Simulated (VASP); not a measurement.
# Ga2As2H in VASP: notebook

Runs on Ga2As2H. Level: PBE. Tasks: single point.

Everything below comes from runs of VASP 6.6.1. Logs are shortened: lines on timing, memory, paths and dates and some standing lists are left out, and cuts for length are marked.

### Step 1. The cell of the first run

The cell holds a slab with vacuum, 5 atoms: a = 4.063 Å, b = 4.063 Å, c = 19.890 Å, α = 90.00°, β = 90.00°, γ = 90.00°.

### Step 2. Single point, PBE, collinear spin, ferromagnetic start

Contents of INCAR:

```
SYSTEM = Ga2As2H
PREC = Accurate
ENCUT = 520
EDIFF = 1E-6
ISMEAR = 0
SIGMA = 0.05
LREAL = .FALSE.
LASPH = .TRUE.
NELM = 150
ALGO = Normal
ISIF = 2
LWAVE = .FALSE.
LCHARG = .TRUE.
ISPIN = 2
MAGMOM = 0 0 0 0 1
LORBIT = 11
LDIPOL = .TRUE.
IDIPOL = 3
DIPOL = 0.5 0.5 0.323
GGA = PE
LELF = .TRUE.
LVHAR = .TRUE.
LVACPOTAV = .TRUE.
NBANDS = 30
```

Contents of KPOINTS:

```
Automatic mesh
0
G
  7 7 1
  0 0 0
```

Contents of POSCAR:

```
Ga2As2H
1.0
    4.0629609257      0.0000000000      0.0000000000
    0.0000000000      4.0629609257      0.0000000000
    0.0000000000      0.0000000000     19.8904986560
As Ga H
2 2 1
Direct
    0.0000000000      0.5000000000      0.2011010417
    0.5000000000      0.0000000000      0.3511019680
    0.5000000000      0.5000000000      0.2733201266
    0.0000000000      0.0000000000      0.4218345051
    0.5000000000      0.5000000000      0.3661836153
```

Potentials or basis: VASP PAW PBE potentials, release 64 (As, Ga_d, H).

Started as:

```
cat potpaw_PBE.64/As/POTCAR potpaw_PBE.64/Ga_d/POTCAR potpaw_PBE.64/H/POTCAR > POTCAR
mpirun -np 1 vasp_std > vasp.out
```

OUTCAR:

```text
SYSTEM = Ga2As2H
   PREC = Accurate
   ENCUT = 520
   EDIFF = 1E-6
   ISMEAR = 0
   LREAL = .FALSE.
   LASPH = .TRUE.
   NELM = 150
   ISIF = 2
   ISPIN = 2
   LORBIT = 11
   GGA = PE

 ion  position               nearest neighbor table
   1  0.000  0.500  0.201-   3 2.49   3 2.49
   2  0.500  0.000  0.351-   4 2.47   4 2.47   3 2.55   3 2.55
   3  0.500  0.500  0.273-   5 1.85   1 2.49   1 2.49   2 2.55   2 2.55
   4  0.000  0.000  0.422-   2 2.47   2 2.47
   5  0.500  0.500  0.366-   3 1.85

  LATTYP: Found a simple tetragonal cell.
 ALAT       =     4.0629609257
 C/A-ratio  =     4.8955673017

  Lattice vectors:

 A1 = (   4.0629609257,   0.0000000000,   0.0000000000)
 A2 = (   0.0000000000,   4.0629609257,   0.0000000000)
 A3 = (   0.0000000000,   0.0000000000,  19.8904986560)

Analysis of symmetry for initial positions (statically):
=====================================================================
 Subroutine PRICEL returns:
 Original cell was already a primitive cell.

 Routine SETGRP: Setting up the symmetry group for a
 simple tetragonal supercell.

 Subroutine GETGRP returns: Found  4 space group operations
 (whereof  4 operations were pure point group operations)
 out of a pool of 16 trial point group operations.

The static configuration has the point symmetry C_2v.

Analysis of symmetry for dynamics (positions and initial velocities):
=====================================================================
 Subroutine PRICEL returns:
 Original cell was already a primitive cell.

 Routine SETGRP: Setting up the symmetry group for a
 simple tetragonal supercell.

 Subroutine GETGRP returns: Found  4 space group operations
 (whereof  4 operations were pure point group operations)
 out of a pool of 16 trial point group operations.

The dynamic configuration has the point symmetry C_2v.

Analysis of structural, dynamic, and magnetic symmetry:
=====================================================================
 Subroutine PRICEL returns:
 Original cell was already a primitive cell.

 Routine SETGRP: Setting up the symmetry group for a
 simple tetragonal supercell.

 Subroutine GETGRP returns: Found  4 space group operations
 (whereof  4 operations were pure point group operations)
 out of a pool of 16 trial point group operations.

The overall configuration has the point symmetry C_2v.

 Subroutine INISYM returns: Found  4 space group operations
 (whereof  4 operations are pure point group operations),
 and found     1 'primitive' translations

----------------------------------------------------------------------------------------

                                     Primitive cell

  volume of cell :     328.3454

  direct lattice vectors                    reciprocal lattice vectors
     4.062960926  0.000000000  0.000000000     0.246125921  0.000000000  0.000000000
     0.000000000  4.062960926  0.000000000     0.000000000  0.246125921  0.000000000
     0.000000000  0.000000000 19.890498656     0.000000000  0.000000000  0.050275260

  length of vectors
     4.062960926  4.062960926 19.890498656     0.246125921  0.246125921  0.050275260

  position of ions in fractional coordinates (direct lattice)
     0.000000000  0.500000000  0.201101042
     0.500000000  0.000000000  0.351101968
     0.500000000  0.500000000  0.273320127
     0.000000000  0.000000000  0.421834505
     0.500000000  0.500000000  0.366183615

  ion indices of the primitive-cell ions
   primitive index   ion index
                 1           1
                 2           2
                 3           3
                 4           4
                 5           5

----------------------------------------------------------------------------------------

 KPOINTS: Automatic mesh

Automatic generation of k-mesh.
 Grid dimensions read from file:
 generate k-points for:    7    7    1

 Generating k-lattice:

  Cartesian coordinates                     Fractional coordinates (reciprocal lattice)
     0.035160846  0.000000000  0.000000000     0.142857143  0.000000000  0.000000000
     0.000000000  0.035160846  0.000000000     0.000000000  0.142857143  0.000000000
     0.000000000  0.000000000  0.050275260     0.000000000  0.000000000  1.000000000

  Length of vectors
     0.035160846  0.035160846  0.050275260

  Shift w.r.t. Gamma in fractional coordinates (k-lattice)
     0.000000000  0.000000000  0.000000000

 Subroutine IBZKPT returns following result:
 ===========================================

 Found     16 irreducible k-points:

 Following reciprocal coordinates:
            Coordinates               Weight
  0.000000  0.000000  0.000000      1.000000
  0.142857  0.000000  0.000000      2.000000
  0.000000  0.142857  0.000000      2.000000
  0.285714  0.000000  0.000000      2.000000
  0.000000  0.285714  0.000000      2.000000
  0.428571  0.000000  0.000000      2.000000
[... 8 lines left out ...]
 -0.285714  0.428571  0.000000      4.000000
  0.428571  0.428571  0.000000      4.000000
   k-points           NKPTS =     16   k-points in BZ     NKDIM =     16   number of bands    NBANDS=     30
   number of dos      NEDOS =    301   number of ions     NIONS =      5
   total plane-waves  NPLWV = 135000
   dimension x,y,z NGX =    30 NGY =   30 NGZ =  150
   dimension x,y,z NGXF=    60 NGYF=   60 NGZF=  300
   ions per type =               2   2   1
   NGX,Y,Z   is equivalent  to a cutoff of  12.28, 12.28, 12.54 a.u.
   NGXF,Y,Z  is equivalent  to a cutoff of  24.55, 24.55, 25.07 a.u.
 SYSTEM =  Ga2As2H
   PREC   = accura    normal or accurate (medium, high low for compatibility)
   ISTART =      0    job   : 0-new  1-cont  2-samecut
   ICHARG =      2    charge: 1-file 2-atom 10-const
   ISPIN  =      2    spin polarized calculation?
   LNONCOLLINEAR =      F non collinear calculations
   LSORBIT =      F    spin-orbit coupling
   LASPH  =      T    aspherical Exc in radial PAW
   ENCUT  =  520.0 eV  38.22 Ry    6.18 a.u.   7.55  7.55 36.98*2*pi/ulx,y,z
   NELM   =    150;   NELMIN=  2; NELMDL= -5     # of ELM steps
   EDIFF  = 0.1E-05   stopping-criterion for ELM
   LREAL  =      F    real-space projection
   EDIFFG = 0.1E-04   stopping-criterion for IOM
   NSW    =      0    number of steps for IOM
   IBRION =     -1    ionic relax: 0-MD 1-quasi-New 2-CG
   NFREE  =      0    steps in history (QN), initial steepest desc. (CG)
   ISIF   =      2    stress and relaxation
   ISYM   =      2    0-nonsym 1-usesym 2-fastsym
   POTIM  = 0.5000    time-step for ionic-motion
   TEBEG  =    0.0;   TEEND  =   0.0 temperature during run
   PSTRESS=    0.0 pullay stress
   NELECT =      37.0000    total number of electrons
   NUPDOWN=      -1.0000    fix difference up-down
   EMIN   =  10.00;   EMAX   =-10.00  energy-range for DOS
   EFERMI =   0.00;   METHOD = LEGACY
   ISMEAR =     0;   SIGMA  =   0.05  broadening in eV -4-tet -1-fermi 0-gaus
   EFERMI_NEDOS =   21; number of points for ismear=-14 and -15
   IALGO  =     38    algorithm
   IMIX   =      4    mixing-type and parameters
     AMIX     =   0.40;   BMIX     =  1.00
     AMIX_MAG =   1.60;   BMIX_MAG =  1.00
  volume/ion in A,a.u.               =      65.67       443.16
  Fermi-wavevector in a.u.,A,eV,Ry     =   0.790736  1.494275  8.507235  0.625264
  Thomas-Fermi vector in A             =   1.896137
   LORBIT       =     11    0 simple, 1 ext, 2 COOP (PROOUT), +10 PAW based schemes
   GGA     = PE    functional components
   LHFCALC =     F    Hartree Fock is set to
   AEXX    =    0.0000 exact exchange contribution
   IVDW    =     0    specifies the selected vdW correction
   LEPSILON=     F    determine dielectric tensor
   LRPA    =     F    only Hartree local field effects (RPA)
 spin polarized calculation
 Gauss-broadening in eV      SIGMA  =   0.05
  energy-cutoff  :      520.00
  volume of cell :      328.35
 maximum number of plane-waves:      8887
 NGX is ok and might be reduce to    30
   NGX = 15   NGY = 15   NGZ = 73

 number of electron      37.0000033 magnetization      -0.0000291

 number of electron      37.0000033 magnetization       0.0000154

 dipolmoment           0.000000      0.000000     -0.070954 electrons x Angstroem

 Free energy of the ion-electron system (eV)
  ---------------------------------------------------
  ext. energy  EPLUGINS =         0.00000000
  ---------------------------------------------------
  free energy    TOTEN  =       -15.82562749 eV

  energy without entropy =      -15.82266281  energy(sigma->0) =      -15.82414515

 E-fermi :  -2.3002     XC(G=0):  -3.6434

 val. band max:       -2.3114775336   @ k =   0.0000   0.1429   0.0000
 cond. band min:      -2.1854692187   @ k =   0.1429   0.0000   0.0000
 fundamental gap:      0.1260083149
 Fermi energy:        -2.3001544214

 spin component 1

 k-point     1 :       0.0000    0.0000    0.0000
  band No.  band energies     occupation
      1     -17.2957      1.00000
      2     -17.1879      1.00000
      3     -17.1807      1.00000
      4     -17.1804      1.00000
      5     -17.1595      1.00000
      6     -17.1394      1.00000
[... 22 lines left out ...]
     29       4.1076      0.00000
     30       4.4899      0.00000

 k-point     2 :       0.1429    0.0000    0.0000
  band No.  band energies     occupation
      1     -17.2898      1.00000
      2     -17.1883      1.00000
      3     -17.1816      1.00000
      4     -17.1794      1.00000
      5     -17.1635      1.00000
      6     -17.1592      1.00000
[... 22 lines left out ...]
     29       3.8651      0.00000
     30       4.1115      0.00000

 k-point     3 :       0.0000    0.1429    0.0000
  band No.  band energies     occupation
      1     -17.2963      1.00000
      2     -17.1913      1.00000
      3     -17.1817      1.00000
      4     -17.1757      1.00000
      5     -17.1687      1.00000
      6     -17.1391      1.00000
[... 395 lines left out ...]
      6     -17.1401      1.00000
[... 22 lines left out ...]
     29       4.7945      0.00000
     30       4.9279      0.00000

 k-point    16 :       0.4286    0.4286    0.0000
  band No.  band energies     occupation
      1     -17.2796      1.00000
      2     -17.2263      1.00000
      3     -17.2013      1.00000
      4     -17.1867      1.00000
      5     -17.1559      1.00000
      6     -17.1393      1.00000
[... 22 lines left out ...]
     29       5.5224      0.00000
     30       5.7009      0.00000
 Fermi energy:        -2.3001544214

 spin component 2

 k-point     1 :       0.0000    0.0000    0.0000
  band No.  band energies     occupation
      1     -17.2957      1.00000
      2     -17.1879      1.00000
      3     -17.1807      1.00000
      4     -17.1804      1.00000
      5     -17.1595      1.00000
      6     -17.1394      1.00000
[... 22 lines left out ...]
     29       4.1026      0.00000
     30       4.4899      0.00000

 k-point     2 :       0.1429    0.0000    0.0000
  band No.  band energies     occupation
      1     -17.2898      1.00000
      2     -17.1883      1.00000
      3     -17.1816      1.00000
      4     -17.1794      1.00000
      5     -17.1635      1.00000
      6     -17.1592      1.00000
[... 22 lines left out ...]
     29       3.8636      0.00000
     30       4.1115      0.00000

 k-point     3 :       0.0000    0.1429    0.0000
  band No.  band energies     occupation
      1     -17.2963      1.00000
      2     -17.1913      1.00000
      3     -17.1817      1.00000
      4     -17.1757      1.00000
      5     -17.1687      1.00000
      6     -17.1391      1.00000
[... 418 lines left out ...]
     29       4.7927      0.00000
     30       4.9233      0.00000

 k-point    16 :       0.4286    0.4286    0.0000
  band No.  band energies     occupation
      1     -17.2796      1.00000
      2     -17.2263      1.00000
      3     -17.2013      1.00000
      4     -17.1867      1.00000
      5     -17.1559      1.00000
      6     -17.1393      1.00000
[... 22 lines left out ...]
     29       5.5219      0.00000
     30       5.6940      0.00000

------------------------ aborting loop because EDIFF is reached ----------------------------------------

  FORCE on cell =-STRESS in cart. coord.  units (eV):
  Direction    XX          YY          ZZ          XY          YZ          ZX
  --------------------------------------------------------------------------------------
  -------------------------------------------------------------------------------------
  Total        0.4508270      0.2542501      1.3569544      0.0000000      0.0000000      0.0000000
  in kB        2.1998321      1.2406256      6.6213245      0.0000000      0.0000000      0.0000000
  external PRESSURE =       3.3539274 kB  Pullay stress =       0.0000000 kB

 VOLUME and BASIS-vectors are now :
 -----------------------------------------------------------------------------
  energy-cutoff  :      520.00
  volume of cell :      328.35
      direct lattice vectors                 reciprocal lattice vectors
     4.062960926  0.000000000  0.000000000     0.246125921  0.000000000  0.000000000
     0.000000000  4.062960926  0.000000000     0.000000000  0.246125921  0.000000000
     0.000000000  0.000000000 19.890498656     0.000000000  0.000000000  0.050275260

 POSITION                                       TOTAL-FORCE (eV/Angst)
 -----------------------------------------------------------------------------------
      0.00000      2.03148      4.00000         0.000000      0.000000      0.737702
      2.03148      0.00000      6.98359         0.000000      0.000000     -0.189034
      2.03148      2.03148      5.43647         0.000000      0.000000     -1.470014
      0.00000      0.00000      8.39050         0.000000      0.000000      0.920332
      2.03148      2.03148      7.28357         0.000000      0.000000      0.001014
 -----------------------------------------------------------------------------------
    total drift:                                0.000000      0.000000     -0.000617

  FREE ENERGIE OF THE ION-ELECTRON SYSTEM (eV)
  ---------------------------------------------------
  free  energy   TOTEN  =       -15.8256274852 eV

  energy  without entropy=      -15.8226628069  energy(sigma->0) =      -15.82414515

 vacuum level on the upper side and lower side of the slab         2.185         2.962

 total charge

# of ion       s       p       d       tot
------------------------------------------
    1        1.291   1.339   0.016   2.646
    2        1.276   1.458   0.049   2.783
    3        0.915   0.729   9.992  11.635
    4        1.085   0.504   9.948  11.536
    5        0.471   0.014   0.000   0.485
--------------------------------------------------
tot          5.037   4.044  20.005  29.086

 magnetization (x)

# of ion       s       p       d       tot
------------------------------------------
    1       -0.000   0.000  -0.000   0.000
    2        0.000   0.000   0.000   0.000
    3       -0.000   0.000   0.000  -0.000
    4        0.000   0.000  -0.000   0.000
    5        0.000   0.000   0.000   0.000
--------------------------------------------------
tot          0.000   0.000   0.000   0.000
```

Wall time 3.9 min (1 thread of Intel Xeon 6975P-C (Granite Rapids), shared host); peak memory 0.61 GiB.

Results:

* Free energy: -15.8256 eV
* Largest force: 1.470 eV/Å
* Net moment: 0.00 μB per cell
* Valence electrons inside the program's atomic spheres: As 2.65, 2.78; Ga 11.63, 11.54; H 0.48

Forces on the atoms (eV/Å):
```
As   0.000  0.000  0.738
As   0.000  0.000 -0.189
Ga   0.000  0.000 -1.470
Ga   0.000  0.000  0.920
H    0.000  0.000  0.001
```

[end of part 1 of 2]
